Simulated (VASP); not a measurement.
# H11C20Cl in VASP: single point with LDA

Aim: the single point of H11C20Cl with LDA.

All numbers are computed with VASP 6.6.1; they aren't measurements. Logs are shortened: lines on timing, memory, paths and dates and some standing lists are left out, and cuts for length are marked.

## 1. The cell of the first run

The cell holds a slab with vacuum, 32 atoms: a = 5.049 Å, b = 5.049 Å, c = 17.136 Å, α = 90.00°, β = 90.00°, γ = 90.00°.

## 2. Single point, LDA

INCAR

```
PREC     = Accurate       # precision mode
ENCUT    = 520            # plane-wave cutoff, eV
EDIFF    = 1E-6           # SCF threshold, eV
ISMEAR   = 0              # smearing method
SIGMA    = 0.05           # smearing width, eV
LREAL    = Auto         
LASPH    = True           # aspherical terms in the spheres
NELM     = 80             # most SCF steps
ALGO     = Normal         # electronic algorithm
ISIF     = 2              # what is computed and relaxed
LWAVE    = False          # write WAVECAR
LCHARG   = True           # write CHGCAR
LELF     = True           # ELF
LVHAR    = True         
NBANDS   = 71             # bands
```

KPOINTS

```
regular mesh
0
Gamma
  2 2 1
```

POSCAR

```
H11C20Cl
1.0
    5.0487420000      0.0000000000      0.0000000000
    0.0000000000      5.0487420000      0.0000000000
    0.0000000000      0.0000000000     17.1355610000
H C Cl
11 20 1
Direct
    0.4277868000      0.0000000000      0.0583582000
    0.0722132000      0.0000000000      0.0583582000
    0.9277868000      0.0000000000      0.0583582000
    0.5722132000      0.0000000000      0.0583582000
    0.4277868000      0.5000000000      0.0583582000
    0.0722132000      0.5000000000      0.0583582000
    0.9277868000      0.5000000000      0.0583582000
    0.5722132000      0.5000000000      0.0583582000
    0.7500029928      0.0061126175      0.3567752747
    0.2500045486      0.4901012553      0.3570349668
    0.7499985759      0.4948629149      0.3571931862
    0.2500000000      0.0000000000      0.0953981000
    0.7500000000      0.0000000000      0.0953981000
    0.2500000000      0.5000000000      0.0953981000
    0.7500000000      0.5000000000      0.0953981000
    0.2500000000      0.2500000000      0.1474828000
    0.7500000000      0.2500000000      0.1474828000
    0.2500000000      0.7500000000      0.1474828000
    0.7500000000      0.7500000000      0.1474828000
    0.0004652011      0.2505081969      0.1947953901
    0.4995358870      0.2505077627      0.1947952779
    0.0000707401      0.7498497844      0.2028350571
    0.4999295895      0.7498496286      0.2028350460
   -0.0009570623      0.0167891631      0.2510427558
    0.5009580110      0.0167888196      0.2510429963
   -0.0001172954      0.4832242170      0.2509948466
    0.5001182609      0.4832236324      0.2509946643
    0.2499992986      0.0924254953      0.2970658135
    0.7500013069      0.0904952618      0.2975862729
    0.2500005685      0.4116089052      0.2972190863
    0.7500004885      0.4109516406      0.2977570336
    0.2499960045     -0.0297965895      0.3950870595
```

Potentials or basis: VASP PAW LDA potentials, release 64 (H, C, Cl).

Started as:

```
$ cat potpaw_LDA.64/H/POTCAR potpaw_LDA.64/C/POTCAR potpaw_LDA.64/Cl/POTCAR > POTCAR
$ mpirun -np 1 vasp_std > vasp.out
```

OUTCAR:

```text
PREC = Accurate
   ENCUT = 520
   EDIFF = 1E-6
   ISMEAR = 0
   LREAL = Auto
   LASPH = True
   NELM = 80
   ISIF = 2

 ion  position               nearest neighbor table
   1  0.428  0.000  0.058-   4 0.73  12 1.10
   2  0.072  0.000  0.058-   3 0.73  12 1.10
   3  0.928  0.000  0.058-   2 0.73  13 1.10
   4  0.572  0.000  0.058-   1 0.73  13 1.10
   5  0.428  0.500  0.058-   8 0.73  14 1.10
   6  0.072  0.500  0.058-   7 0.73  14 1.10
   7  0.928  0.500  0.058-   6 0.73  15 1.10
   8  0.572  0.500  0.058-   5 0.73  15 1.10
   9  0.750  0.006  0.357-  29 1.10
  10  0.250  0.490  0.357-  30 1.10
  11  0.750  0.495  0.357-  31 1.10
  12  0.250  0.000  0.095-   1 1.10   2 1.10  16 1.55  18 1.55
  13  0.750  0.000  0.095-   3 1.10   4 1.10  17 1.55  19 1.55
  14  0.250  0.500  0.095-   5 1.10   6 1.10  16 1.55  18 1.55
  15  0.750  0.500  0.095-   7 1.10   8 1.10  17 1.55  19 1.55
  16  0.250  0.250  0.147-  20 1.50  21 1.50  12 1.55  14 1.55
  17  0.750  0.250  0.147-  21 1.50  20 1.50  13 1.55  15 1.55
[... 12 lines left out ...]
  30  0.250  0.412  0.297-  10 1.10  26 1.53  27 1.53  28 1.61
  31  0.750  0.411  0.298-  11 1.10  26 1.54  27 1.54  29 1.62
  32  0.250  0.970  0.395-  28 1.79

  LATTYP: Found a simple tetragonal cell.
 ALAT       =     5.0487420000
 C/A-ratio  =     3.3940258781

  Lattice vectors:

 A1 = (   5.0487420000,   0.0000000000,   0.0000000000)
 A2 = (   0.0000000000,   5.0487420000,   0.0000000000)
 A3 = (   0.0000000000,   0.0000000000,  17.1355610000)

Analysis of symmetry for initial positions (statically):
=====================================================================
 Subroutine PRICEL returns:
 Original cell was already a primitive cell.

 Routine SETGRP: Setting up the symmetry group for a
 simple tetragonal supercell.

 Subroutine GETGRP returns: Found  1 space group operations
 (whereof  1 operations were pure point group operations)
 out of a pool of 16 trial point group operations.

The static configuration has the point symmetry C_1 .

Analysis of symmetry for dynamics (positions and initial velocities):
=====================================================================
 Subroutine PRICEL returns:
 Original cell was already a primitive cell.

 Routine SETGRP: Setting up the symmetry group for a
 simple tetragonal supercell.

 Subroutine GETGRP returns: Found  1 space group operations
 (whereof  1 operations were pure point group operations)
 out of a pool of 16 trial point group operations.

The dynamic configuration has the point symmetry C_1 .

 Subroutine INISYM returns: Found  1 space group operations
 (whereof  1 operations are pure point group operations),
 and found     1 'primitive' translations

----------------------------------------------------------------------------------------

                                     Primitive cell

  volume of cell :     436.7820

  direct lattice vectors                    reciprocal lattice vectors
     5.048742000  0.000000000  0.000000000     0.198069143  0.000000000  0.000000000
     0.000000000  5.048742000  0.000000000     0.000000000  0.198069143  0.000000000
     0.000000000  0.000000000 17.135561000     0.000000000  0.000000000  0.058358171

  length of vectors
     5.048742000  5.048742000 17.135561000     0.198069143  0.198069143  0.058358171

  position of ions in fractional coordinates (direct lattice)
     0.427786800  0.000000000  0.058358200
     0.072213200  0.000000000  0.058358200
     0.927786800  0.000000000  0.058358200
     0.572213200  0.000000000  0.058358200
     0.427786800  0.500000000  0.058358200
     0.072213200  0.500000000  0.058358200
[... 24 lines left out ...]
     0.750000488  0.410951641  0.297757034
     0.249996004  0.970203410  0.395087059

  ion indices of the primitive-cell ions
   primitive index   ion index
                 1           1
                 2           2
                 3           3
                 4           4
                 5           5
                 6           6
[... 24 lines left out ...]
                31          31
                32          32

----------------------------------------------------------------------------------------

 KPOINTS: regular mesh

Automatic generation of k-mesh.
 Grid dimensions read from file:
 generate k-points for:    2    2    1

 Generating k-lattice:

  Cartesian coordinates                     Fractional coordinates (reciprocal lattice)
     0.099034571  0.000000000  0.000000000     0.500000000  0.000000000  0.000000000
     0.000000000  0.099034571  0.000000000     0.000000000  0.500000000  0.000000000
     0.000000000  0.000000000  0.058358171     0.000000000  0.000000000  1.000000000

  Length of vectors
     0.099034571  0.099034571  0.058358171

  Shift w.r.t. Gamma in fractional coordinates (k-lattice)
     0.000000000  0.000000000  0.000000000

 Subroutine IBZKPT returns following result:
 ===========================================

 Found      4 irreducible k-points:

 Following reciprocal coordinates:
            Coordinates               Weight
  0.000000  0.000000  0.000000      1.000000
  0.500000  0.000000  0.000000      1.000000
  0.000000  0.500000  0.000000      1.000000
  0.500000  0.500000  0.000000      1.000000
   k-points           NKPTS =      4   k-points in BZ     NKDIM =      4   number of bands    NBANDS=     71
   number of dos      NEDOS =    301   number of ions     NIONS =     32
   total plane-waves  NPLWV = 204800
   dimension x,y,z NGX =    40 NGY =   40 NGZ =  128
   dimension x,y,z NGXF=    80 NGYF=   80 NGZF=  256
   ions per type =              11  20   1
   NGX,Y,Z   is equivalent  to a cutoff of  13.17, 13.17, 12.42 a.u.
   NGXF,Y,Z  is equivalent  to a cutoff of  26.34, 26.34, 24.84 a.u.
 SYSTEM =  unknown system
   PREC   = accura    normal or accurate (medium, high low for compatibility)
   ISTART =      0    job   : 0-new  1-cont  2-samecut
   ICHARG =      2    charge: 1-file 2-atom 10-const
   ISPIN  =      1    spin polarized calculation?
   LNONCOLLINEAR =      F non collinear calculations
   LSORBIT =      F    spin-orbit coupling
   LASPH  =      T    aspherical Exc in radial PAW
   ENCUT  =  520.0 eV  38.22 Ry    6.18 a.u.   9.39  9.39 31.86*2*pi/ulx,y,z
   NELM   =     80;   NELMIN=  2; NELMDL= -5     # of ELM steps
   EDIFF  = 0.1E-05   stopping-criterion for ELM
   LREAL  =      T    real-space projection
   EDIFFG = 0.1E-04   stopping-criterion for IOM
   NSW    =      0    number of steps for IOM
   IBRION =     -1    ionic relax: 0-MD 1-quasi-New 2-CG
   NFREE  =      0    steps in history (QN), initial steepest desc. (CG)
   ISIF   =      2    stress and relaxation
   ISYM   =      2    0-nonsym 1-usesym 2-fastsym
   POTIM  = 0.5000    time-step for ionic-motion
   TEBEG  =    0.0;   TEEND  =   0.0 temperature during run
   PSTRESS=    0.0 pullay stress
   NELECT =      98.0000    total number of electrons
   NUPDOWN=      -1.0000    fix difference up-down
   EMIN   =  10.00;   EMAX   =-10.00  energy-range for DOS
   EFERMI =   0.00;   METHOD = LEGACY
   ISMEAR =     0;   SIGMA  =   0.05  broadening in eV -4-tet -1-fermi 0-gaus
   EFERMI_NEDOS =   21; number of points for ismear=-14 and -15
   IALGO  =     38    algorithm
   IMIX   =      4    mixing-type and parameters
     AMIX     =   0.40;   BMIX     =  1.00
     AMIX_MAG =   1.60;   BMIX_MAG =  1.00
  volume/ion in A,a.u.               =      13.65        92.11
  Fermi-wavevector in a.u.,A,eV,Ry     =   0.994784  1.879868 13.464250  0.989594
  Thomas-Fermi vector in A             =   2.126759
   LORBIT       =      0    0 simple, 1 ext, 2 COOP (PROOUT), +10 PAW based schemes
   GGA     = CA    functional components
   LHFCALC =     F    Hartree Fock is set to
   AEXX    =    0.0000 exact exchange contribution
   IVDW    =     0    specifies the selected vdW correction
   LEPSILON=     F    determine dielectric tensor
   LRPA    =     F    only Hartree local field effects (RPA)
 non-spin polarized calculation
 Gauss-broadening in eV      SIGMA  =   0.05
  energy-cutoff  :      520.00
  volume of cell :      436.78
 maximum number of plane-waves:     11780
 NGX is ok and might be reduce to    40
   NGX = 19   NGY = 19   NGZ = 63

 number of electron      98.0000009 magnetization

 Free energy of the ion-electron system (eV)
  ---------------------------------------------------
  ext. energy  EPLUGINS =         0.00000000
  ---------------------------------------------------
  free energy    TOTEN  =      -230.03134111 eV

  energy without entropy =     -230.03134111  energy(sigma->0) =     -230.03134111

 E-fermi :   1.0949     XC(G=0):  -5.5953

 val. band max:        0.7987957403   @ k =   0.0000   0.5000   0.0000
 cond. band min:       3.0820824659   @ k =   0.0000   0.0000   0.0000
 fundamental gap:      2.2832867256
 Fermi energy:         1.0949169399

 k-point     1 :       0.0000    0.0000    0.0000
  band No.  band energies     occupation
      1     -20.4104      2.00000
      2     -18.2222      2.00000
      3     -16.6336      2.00000
      4     -16.1702      2.00000
      5     -15.7356      2.00000
      6     -15.6765      2.00000
[... 53 lines left out ...]
     60       6.2279      0.00000
     61       6.3813      0.00000

 k-point     2 :       0.5000    0.0000    0.0000
  band No.  band energies     occupation
      1     -19.3458      2.00000
      2     -19.2074      2.00000
      3     -17.3838      2.00000
      4     -16.9046      2.00000
      5     -16.0940      2.00000
      6     -14.6380      2.00000
[... 53 lines left out ...]
     60       6.5023      0.00000
     61       6.5448      0.00000

 k-point     3 :       0.0000    0.5000    0.0000
  band No.  band energies     occupation
      1     -19.8675      2.00000
      2     -18.5142      2.00000
      3     -17.5527      2.00000
      4     -16.5525      2.00000
      5     -15.7636      2.00000
      6     -15.6856      2.00000
[... 53 lines left out ...]
     60       6.2212      0.00000
     61       6.4896      0.00000

 k-point     4 :       0.5000    0.5000    0.0000
  band No.  band energies     occupation
      1     -18.8487      2.00000
      2     -18.6473      2.00000
      3     -17.4330      2.00000
      4     -17.3599      2.00000
      5     -16.8633      2.00000
      6     -16.1773      2.00000
[... 53 lines left out ...]
     60       6.5227      0.00000
     61       6.5988      0.00000
 [bands above 61 left out]

------------------------ aborting loop because EDIFF is reached ----------------------------------------

  FORCE on cell =-STRESS in cart. coord.  units (eV):
  Direction    XX          YY          ZZ          XY          YZ          ZX
  --------------------------------------------------------------------------------------
  -------------------------------------------------------------------------------------
  Total       63.6504312    -14.4694476     -5.5342099     -0.0001214      0.0851017     -0.0001385
  in kB      233.4786905    -53.0759591    -20.3002566     -0.0004452      0.3121651     -0.0005079
  external PRESSURE =      53.3674916 kB  Pullay stress =       0.0000000 kB

 VOLUME and BASIS-vectors are now :
 -----------------------------------------------------------------------------
  energy-cutoff  :      520.00
  volume of cell :      436.78
      direct lattice vectors                 reciprocal lattice vectors
     5.048742000  0.000000000  0.000000000     0.198069143  0.000000000  0.000000000
     0.000000000  5.048742000  0.000000000     0.000000000  0.198069143  0.000000000
     0.000000000  0.000000000 17.135561000     0.000000000  0.000000000  0.058358171

 POSITION                                       TOTAL-FORCE (eV/Angst)
 -----------------------------------------------------------------------------------
      2.15979      0.00000      1.00000        -9.049329     -0.042525      0.081446
      0.36459      0.00000      1.00000         9.049327     -0.042528      0.081444
      4.68416      0.00000      1.00000        -9.045516     -0.043745      0.081572
      2.88896      0.00000      1.00000         9.045513     -0.043743      0.081575
      2.15979      2.52437      1.00000        -9.049130      0.044095      0.078034
      0.36459      2.52437      1.00000         9.049126      0.044095      0.078035
[... 24 lines left out ...]
      3.78656      2.07479      5.10223        -0.000025      0.003695      0.022388
      1.26217      4.89831      6.77004         0.000035      0.014965     -0.048444
 -----------------------------------------------------------------------------------
    total drift:                                0.000014      0.005915     -0.045205

  FREE ENERGIE OF THE ION-ELECTRON SYSTEM (eV)
  ---------------------------------------------------
  free  energy   TOTEN  =      -230.0313411092 eV

  energy  without entropy=     -230.0313411092  energy(sigma->0) =     -230.03134111
```

Wall time 6.6 min (1 thread of Oxide Virtual Turin-like, shared host); peak memory 0.36 GiB.

Results:

```
Free energy            : -230.0313 eV
Largest force          : 9.050 eV/Å
Band gap on the k mesh : 2.28 eV (least direct gap 2.33 eV)
```

Forces in eV/Å, atoms in the order of the input:
```
H   -9.049 -0.043  0.081
H    9.049 -0.043  0.081
H   -9.046 -0.044  0.082
H    9.046 -0.044  0.082
H   -9.049  0.044  0.078
H    9.049  0.044  0.078
H   -9.038  0.041  0.083
H    9.038  0.041  0.083
H    0.000 -0.017  0.046
H    0.000  0.026  0.043
H    0.000  0.021  0.045
C    0.000 -0.149  1.346
C    0.000 -0.145  1.349
C    0.000  0.144  1.344
C    0.000  0.140  1.387
C    0.000  0.027 -3.422
C    0.000 -0.087 -3.314
C    0.000  0.018  0.192
C    0.000  0.043  0.198
C    0.000  0.001 -0.017
C    0.000  0.001 -0.016
C    0.000 -0.002  0.007
C    0.000 -0.002  0.007
C    0.005 -0.047  0.009
C   -0.005 -0.047  0.009
C    0.000  0.048  0.006
C    0.000  0.048  0.006
C    0.000 -0.036  0.108
C    0.000 -0.002  0.019
C    0.000 -0.001  0.025
C    0.000  0.004  0.022
Cl   0.000  0.015 -0.048
```

Caveat: the k points lie up to 0.62 Å⁻¹ apart; there is no dipole correction, which matters where the two faces differ.
